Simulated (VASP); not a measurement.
# Li2S (Fm-3m) in VASP: further runs

Li2S is run at these levels: r2SCAN, HSE06; tasks: single point.

Program: VASP 6.6.1. These are calculated values, not measurements. Logs are shortened: lines on timing, memory, paths and dates and some standing lists are left out, and cuts for length are marked.

## 1. The cell of the first run

Symmetry: Fm-3m, No. 225, cubic system. The conventional cell has a = 5.691 Å, b = 5.691 Å, c = 5.691 Å, α = 90.00°, β = 90.00°, γ = 90.00°. S (site symmetry m-3m) has 8 Li at 2.46 Å within 3.3 Å. Within 3.3 Å of Li (site symmetry -43m) lie 4 S at 2.46 Å and 6 Li at 2.85 Å.

## 2. Single point, r2SCAN

The input, POSCAR:

```
Li2S
1.0
    0.0000000000      2.8452942310      2.8452942310
    2.8452942310      0.0000000000      2.8452942310
    2.8452942310      2.8452942310      0.0000000000
S Li
1 2
Direct
    0.0000000000      0.0000000000      0.0000000000
    0.2500000000      0.2500000000      0.2500000000
    0.7500000000      0.7500000000      0.7500000000
```

The input, INCAR.step1:

```
SYSTEM = Li2S
PREC = Accurate
ENCUT = 830
ISMEAR = 0
SIGMA = 0.01
LREAL = .False.
LASPH = .True.
NELM = 120
NBANDS = 13
GGA = PE
ALGO = Normal
EDIFF = 1E-5
LWAVE = .True.
LCHARG = .False.
GGA_COMPAT = .False.
```

The input, INCAR.step2:

```
SYSTEM = Li2S
PREC = Accurate
ENCUT = 830
EDIFF = 1E-6
ISMEAR = 0
SIGMA = 0.01
LREAL = .False.
LASPH = .True.
NELM = 120
ALGO = Normal
ISIF = 2
LWAVE = .False.
LCHARG = .False.
METAGGA = R2SCAN
LMIXTAU = .True.
NBANDS = 13
ISTART = 1
GGA_COMPAT = .False.
```

The input, KPOINTS:

```
regular mesh
0
Gamma
  4 4 4
  0 0 0
```

Potentials or basis: VASP PAW PBE potentials, release 64 (S, Li_sv).

Run with:

```
$ cat potpaw_PBE.64/S/POTCAR potpaw_PBE.64/Li_sv/POTCAR > POTCAR
$ cp INCAR.step1 INCAR
$ mpirun -np 1 vasp_std > vasp.out
$ cp INCAR.step2 INCAR
$ mpirun -np 1 vasp_std > vasp.out
```

OUTCAR:

```text
SYSTEM = Li2S
   PREC = Accurate
   ENCUT = 830
   EDIFF = 1E-6
   ISMEAR = 0
   LREAL = .False.
   LASPH = .True.
   NELM = 120
   ISIF = 2
   METAGGA = R2SCAN
   ISTART = 1

 ion  position               nearest neighbor table
   1  0.000  0.000  0.000-   3 2.46   3 2.46   3 2.46   2 2.46   2 2.46   2 2.46   3 2.46   2 2.46

   2  0.250  0.250  0.250-   1 2.46   1 2.46   1 2.46   1 2.46
   3  0.750  0.750  0.750-   1 2.46   1 2.46   1 2.46   1 2.46

  LATTYP: Found a face centered cubic cell.
 ALAT       =     5.6905884620

  Lattice vectors:

 A1 = (   0.0000000000,   2.8452942310,   2.8452942310)
 A2 = (   2.8452942310,   0.0000000000,   2.8452942310)
 A3 = (   2.8452942310,   2.8452942310,   0.0000000000)

Analysis of symmetry for initial positions (statically):
=====================================================================
 Subroutine PRICEL returns:
 Original cell was already a primitive cell.

 Routine SETGRP: Setting up the symmetry group for a
 face centered cubic supercell.

 Subroutine GETGRP returns: Found 48 space group operations
 (whereof 48 operations were pure point group operations)
 out of a pool of 48 trial point group operations.

The static configuration has the point symmetry O_h .

Analysis of symmetry for dynamics (positions and initial velocities):
=====================================================================
 Subroutine PRICEL returns:
 Original cell was already a primitive cell.

 Routine SETGRP: Setting up the symmetry group for a
 face centered cubic supercell.

 Subroutine GETGRP returns: Found 48 space group operations
 (whereof 48 operations were pure point group operations)
 out of a pool of 48 trial point group operations.

The dynamic configuration has the point symmetry O_h .

 Subroutine INISYM returns: Found 48 space group operations
 (whereof 48 operations are pure point group operations),
 and found     1 'primitive' translations

----------------------------------------------------------------------------------------

                                     Primitive cell

  volume of cell :      46.0693

  direct lattice vectors                    reciprocal lattice vectors
     0.000000000  2.845294231  2.845294231    -0.175728750  0.175728750  0.175728750
     2.845294231  0.000000000  2.845294231     0.175728750 -0.175728750  0.175728750
     2.845294231  2.845294231  0.000000000     0.175728750  0.175728750 -0.175728750

  length of vectors
     4.023853690  4.023853690  4.023853690     0.304371124  0.304371124  0.304371124

  position of ions in fractional coordinates (direct lattice)
     0.000000000  0.000000000  0.000000000
     0.250000000  0.250000000  0.250000000
     0.750000000  0.750000000  0.750000000

  ion indices of the primitive-cell ions
   primitive index   ion index
                 1           1
                 2           2
                 3           3

----------------------------------------------------------------------------------------

 KPOINTS: regular mesh

Automatic generation of k-mesh.
 Grid dimensions read from file:
 generate k-points for:    4    4    4

 Generating k-lattice:

  Cartesian coordinates                     Fractional coordinates (reciprocal lattice)
    -0.043932188  0.043932188  0.043932188     0.250000000  0.000000000  0.000000000
     0.043932188 -0.043932188  0.043932188     0.000000000  0.250000000  0.000000000
     0.043932188  0.043932188 -0.043932188     0.000000000  0.000000000  0.250000000

  Length of vectors
     0.076092781  0.076092781  0.076092781

  Shift w.r.t. Gamma in fractional coordinates (k-lattice)
     0.000000000  0.000000000  0.000000000

 Subroutine IBZKPT returns following result:
 ===========================================

 Found      8 irreducible k-points:

 Following reciprocal coordinates:
            Coordinates               Weight
  0.000000  0.000000  0.000000      1.000000
  0.250000  0.000000  0.000000      8.000000
  0.500000  0.000000  0.000000      4.000000
  0.250000  0.250000  0.000000      6.000000
  0.500000  0.250000  0.000000     24.000000
 -0.250000  0.250000  0.000000     12.000000
  0.500000  0.500000  0.000000      3.000000
 -0.250000  0.500000  0.250000      6.000000
   k-points           NKPTS =      8   k-points in BZ     NKDIM =      8   number of bands    NBANDS=     13
   number of dos      NEDOS =    301   number of ions     NIONS =      3
   total plane-waves  NPLWV =  64000
   dimension x,y,z NGX =    40 NGY =   40 NGZ =   40
   dimension x,y,z NGXF=    80 NGYF=   80 NGZF=   80
   ions per type =               1   2
   NGX,Y,Z   is equivalent  to a cutoff of  16.53, 16.53, 16.53 a.u.
   NGXF,Y,Z  is equivalent  to a cutoff of  33.05, 33.05, 33.05 a.u.
 SYSTEM =  Li2S
   PREC   = accura    normal or accurate (medium, high low for compatibility)
   ISTART =      1    job   : 0-new  1-cont  2-samecut
   ICHARG =      0    charge: 1-file 2-atom 10-const
   ISPIN  =      1    spin polarized calculation?
   LNONCOLLINEAR =      F non collinear calculations
   LSORBIT =      F    spin-orbit coupling
   LASPH  =      T    aspherical Exc in radial PAW
   ENCUT  =  830.0 eV  61.00 Ry    7.81 a.u.   9.45  9.45  9.45*2*pi/ulx,y,z
   NELM   =    120;   NELMIN=  2; NELMDL=  0     # of ELM steps
   EDIFF  = 0.1E-05   stopping-criterion for ELM
   LREAL  =      F    real-space projection
   EDIFFG = 0.1E-04   stopping-criterion for IOM
   NSW    =      0    number of steps for IOM
   IBRION =     -1    ionic relax: 0-MD 1-quasi-New 2-CG
   NFREE  =      0    steps in history (QN), initial steepest desc. (CG)
   ISIF   =      2    stress and relaxation
   ISYM   =      2    0-nonsym 1-usesym 2-fastsym
   POTIM  = 0.5000    time-step for ionic-motion
   TEBEG  =    0.0;   TEEND  =   0.0 temperature during run
   PSTRESS=    0.0 pullay stress
   NELECT =      12.0000    total number of electrons
   NUPDOWN=      -1.0000    fix difference up-down
   EMIN   =  10.00;   EMAX   =-10.00  energy-range for DOS
   EFERMI =   0.00;   METHOD = LEGACY
   ISMEAR =     0;   SIGMA  =   0.01  broadening in eV -4-tet -1-fermi 0-gaus
   EFERMI_NEDOS =   21; number of points for ismear=-14 and -15
   IALGO  =     38    algorithm
   IMIX   =      4    mixing-type and parameters
     AMIX     =   0.40;   BMIX     =  1.00
     AMIX_MAG =   1.60;   BMIX_MAG =  1.00
  volume/ion in A,a.u.               =      15.36       103.63
  Fermi-wavevector in a.u.,A,eV,Ry     =   1.045518  1.975742 14.872628  1.093107
  Thomas-Fermi vector in A             =   2.180317
   LORBIT       =      0    0 simple, 1 ext, 2 COOP (PROOUT), +10 PAW based schemes
   METAGGA = R2SCAN    functional components
   LHFCALC =     F    Hartree Fock is set to
   AEXX    =    0.0000 exact exchange contribution
   IVDW    =     0    specifies the selected vdW correction
   LEPSILON=     F    determine dielectric tensor
   LRPA    =     F    only Hartree local field effects (RPA)
 non-spin polarized calculation
 Gauss-broadening in eV      SIGMA  =   0.01
  energy-cutoff  :      830.00
  volume of cell :       46.07
 maximum number of plane-waves:      2525
 NGX is ok and might be reduce to    40
   NGX = 19   NGY = 19   NGZ = 19

 number of electron      12.0000004 magnetization

 Free energy of the ion-electron system (eV)
  ---------------------------------------------------
  ext. energy  EPLUGINS =         0.00000000
  ---------------------------------------------------
  free energy    TOTEN  =       -17.37744872 eV

  energy without entropy =      -17.37744872  energy(sigma->0) =      -17.37744872

 E-fermi :   1.3560     XC(G=0):  -8.9233

 val. band max:        1.2178178676   @ k =   0.0000   0.0000   0.0000
 cond. band min:       5.0700640874   @ k =   0.5000   0.5000   0.0000
 fundamental gap:      3.8522462198
 Fermi energy:         1.3559728826

 k-point     1 :       0.0000    0.0000    0.0000
  band No.  band energies     occupation
      1     -44.3936      2.00000
      2     -44.3520      2.00000
      3     -10.2684      2.00000
      4       1.2178      2.00000
      5       1.2178      2.00000
      6       1.2178      2.00000
      7       6.2659      0.00000
      8       8.1224      0.00000
      9       8.1225      0.00000
     10       8.1225      0.00000
     11      12.9797      0.00000
     12      12.9797      0.00000
     13      14.6539      0.00000

 k-point     2 :       0.2500    0.0000    0.0000
  band No.  band energies     occupation
      1     -44.3871      2.00000
      2     -44.3577      2.00000
      3     -10.0618      2.00000
      4      -0.4585      2.00000
      5       0.9393      2.00000
      6       0.9393      2.00000
      7       7.3703      0.00000
      8       8.6828      0.00000
      9       8.6828      0.00000
     10       9.3825      0.00000
     11      11.7522      0.00000
     12      11.7522      0.00000
     13      15.2532      0.00000

 k-point     3 :       0.5000    0.0000    0.0000
  band No.  band energies     occupation
      1     -44.3720      2.00000
      2     -44.3719      2.00000
      3      -9.8263      2.00000
      4      -1.6734      2.00000
      5       0.7065      2.00000
      6       0.7065      2.00000
      7       8.1902      0.00000
      8       8.4066      0.00000
      9       8.4066      0.00000
     10      10.3465      0.00000
     11      14.9468      0.00000
     12      15.0133      0.00000
     13      15.2193      0.00000
[... 49 lines left out ...]
 k-point     7 :       0.5000    0.5000    0.0000
  band No.  band energies     occupation
      1     -44.3785      2.00000
      2     -44.3648      2.00000
      3      -9.6973      2.00000
      4      -0.9409      2.00000
      5      -0.2205      2.00000
      6      -0.2205      2.00000
      7       5.0701      0.00000
      8       9.1126      0.00000
      9      13.3798      0.00000
     10      13.3798      0.00000
     11      14.5803      0.00000
     12      14.6045      0.00000
     13      14.6045      0.00000

 k-point     8 :      -0.2500    0.5000    0.2500
  band No.  band energies     occupation
      1     -44.3717      2.00000
      2     -44.3717      2.00000
      3      -9.6859      2.00000
      4      -0.6091      2.00000
      5      -0.6091      2.00000
      6      -0.5482      2.00000
      7       7.1659      0.00000
      8       9.2827      0.00000
      9      10.9661      0.00000
     10      10.9661      0.00000
     11      14.2689      0.00000
     12      14.2690      0.00000
     13      14.7421      0.00000

------------------------ aborting loop because EDIFF is reached ----------------------------------------

  FORCE on cell =-STRESS in cart. coord.  units (eV):
  Direction    XX          YY          ZZ          XY          YZ          ZX
  --------------------------------------------------------------------------------------
  -------------------------------------------------------------------------------------
  Total       -0.0468047     -0.0468047     -0.0468047     -0.0000000      0.0000000     -0.0000000
  in kB       -1.6277527     -1.6277527     -1.6277527     -0.0000000      0.0000000     -0.0000000
  external PRESSURE =      -1.6277527 kB  Pullay stress =       0.0000000 kB

 VOLUME and BASIS-vectors are now :
 -----------------------------------------------------------------------------
  energy-cutoff  :      830.00
  volume of cell :       46.07
      direct lattice vectors                 reciprocal lattice vectors
     0.000000000  2.845294231  2.845294231    -0.175728750  0.175728750  0.175728750
     2.845294231  0.000000000  2.845294231     0.175728750 -0.175728750  0.175728750
     2.845294231  2.845294231  0.000000000     0.175728750  0.175728750 -0.175728750

 POSITION                                       TOTAL-FORCE (eV/Angst)
 -----------------------------------------------------------------------------------
      0.00000      0.00000      0.00000        -0.000000     -0.000000     -0.000000
      1.42265      1.42265      1.42265        -0.000000     -0.000000     -0.000000
      4.26794      4.26794      4.26794         0.000000      0.000000      0.000000
 -----------------------------------------------------------------------------------
    total drift:                                0.000000     -0.000000      0.000000

  FREE ENERGIE OF THE ION-ELECTRON SYSTEM (eV)
  ---------------------------------------------------
  free  energy   TOTEN  =       -17.3774487182 eV

  energy  without entropy=      -17.3774487182  energy(sigma->0) =      -17.37744872
```

Run time: 1.7 min. Hardware: 1 thread of AMD EPYC 7R13, shared host; peak memory 0.22 GiB.

Results:

```yaml
Free_energy: -17.3774 eV
Pressure: -0.2 GPa
Band_gap_on_the_k_mesh: 3.85 eV (least direct gap 5.05 eV)
```

Levels at points of the mesh, in eV from the valence-band top:
```csv
k point,band 4,band 5,band 6,band 7,band 8,band 9
"(0.00, 0.00, 0.00)",0.00,0.00,0.00,5.05,6.90,6.90
"(0.50, 0.00, 0.00)",-2.89,-0.51,-0.51,6.97,7.19,7.19
"(0.50, 0.50, 0.00)",-2.16,-1.44,-1.44,3.85,7.89,12.16
```

Caveat: the k points lie up to 0.48 Å⁻¹ apart; the PAW data sets were made with another functional, which shifts forces and pressure a little.

(Continued in part 2 of 2.)
